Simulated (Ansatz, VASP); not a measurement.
## Two plane-wave programs on TiCo

INCAR

```
ALGO = Normal
EDIFF = 1E-6
ENCUT = 520
GGA = PE
ISIF = 2
ISMEAR = -1
ISPIN = 2
LASPH = True
LCHARG = False
LMAXMIX = 4
LORBIT = 11
LREAL = False
LWAVE = False
MAGMOM = 0 2.5
NBANDS = 22
NELM = 150
PREC = Accurate
SIGMA = 0.1
```

File KPOINTS:

```
k-points
0
Gamma
  10 10 10
```

The input POSCAR:

```
TiCo
1.0
    2.9861110000      0.0000000000      0.0000000000
    0.0000000000      2.9861110000      0.0000000000
    0.0000000000      0.0000000000      2.9861110000
Ti Co
1 1
Direct
    0.0000000000      0.0000000000      0.0000000000
    0.5000000000      0.5000000000      0.5000000000
```

Input for Ansatz:

```yaml
crystal:
  lattice:
    - [2.986111, 0.0, 0.0]
    - [0.0, 2.986111, 0.0]
    - [0.0, 0.0, 2.986111]
  atoms:
    - { symbol: Ti, position: [0.0, 0.0, 0.0] }
    - { symbol: Co, position: [0.5, 0.5, 0.5], spin: 2.5 }
basis:
  ecutwfc: 450.0
kpoints:
  mp_grid:
    grid: [10, 10, 10]
magnetization:
  spin_polarized: true
scf:
  occupations:
    method: fermi_dirac
    width: 0.1
```

Alike in both runs: task single point; functional PBE; k mesh 10 × 10 × 10; occupations fermi-dirac, width 0.1 eV; collinear spin.

```csv
,VASP,Ansatz
version,VASP 6.6.1,Ansatz 0.2.0
potentials or method,"VASP PAW PBE potentials, release 64 (Ti_sv, Co), cutoff 520 eV","plane waves, PAW"
valence electrons in the cell,21,29
```

```csv
,VASP,Ansatz,Ansatz less VASP
net moment per atom (μB),0.40,0.41,+0.010
size of the moment on the site where the two differ most (μB),0.90,0.94,+0.043
```

Site moments also hang on the region over which each program counts them. VASP's potentials hold 21 valence electrons a cell and Ansatz's 29, so a difference there can come from the potentials and not from the codes.
